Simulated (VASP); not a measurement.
Here is a VASP 6.6.1 calculation.

File INCAR:

```
SYSTEM = CdTe
  PREC = Accurate
  ENCUT = 600
  EDIFF = 1E-6
  ISMEAR = 0
  SIGMA = 0.01
  LREAL = .FALSE.
  LASPH = .TRUE.
  NELM = 100
  ALGO = Normal
  ISIF = 3
  LWAVE = .FALSE.
  LCHARG = .FALSE.
  GGA = PS
  IBRION = 2
  NSW = 100
  EDIFFG = -0.002
  PSTRESS = 40.0
```

File KPOINTS:

```
Automatic mesh
0
G
  6 6 6
  0 0 0
```

File POSCAR:

```
CdTe
1.0
    3.2447046504      3.2447046504      0.0000000000
   -3.2447046504      3.2447046504      0.0000000000
    0.0000000000      3.2447046504      3.2447046504
Cd Te
1 1
Direct
    0.0000000000      0.0000000000      0.0000000000
    0.7500000000      0.2500000000      0.5000000000
```

Potentials or basis: VASP PAW PBE potentials, release 64 (Cd, Te).

The run is started by

```console
$ cat potpaw_PBE.64/Cd/POTCAR potpaw_PBE.64/Te/POTCAR > POTCAR
$ mpirun -np 1 vasp_std > vasp.out
```

Question: Estimate the band gap on the k mesh.

Answer: 0.88 eV, direct.

Question: What does it give for the relaxed volume?

Answer: 31.65 Å³/atom.

The path:
| step | energy change (eV) | largest force (eV/Å) | pressure (GPa) | volume (Å³) |
| --- | --- | --- | --- | --- |
| 1 | 0.0000 | 0.0000 | 0.14 | 68.32 |
| 2 | 0.1552 | 0.0000 | 6.99 | 60.50 |
| 3 | 0.0603 | 0.0000 | 3.98 | 63.30 |
| 4 | 0.0627 | 0.0000 | 4.08 | 63.20 |
| 5 | 0.0592 | 0.0000 | 3.96 | 63.35 |
| 6 | 0.0607 | 0.0000 | 3.98 | 63.29 |
| 7 | 0.0610 | 0.0000 | 4.01 | 63.27 |
| 8 | 0.0608 | 0.0000 | 4.01 | 63.28 |
| 9 | 0.0608 | 0.0000 | 4.02 | 63.28 |
| 10 | 0.0607 | 0.0000 | 4.02 | 63.29 |
| 11 | 0.0606 | 0.0000 | 4.02 | 63.29 |
| 12 | 0.0603 | 0.0000 | 3.99 | 63.30 |

Caveat: the cell is relaxed towards a set pressure, so the enthalpy falls and the energy may rise; the PAW data sets were made with another functional, which shifts forces and pressure a little; spin-orbit coupling is left out, which moves the levels of the heavy elements.
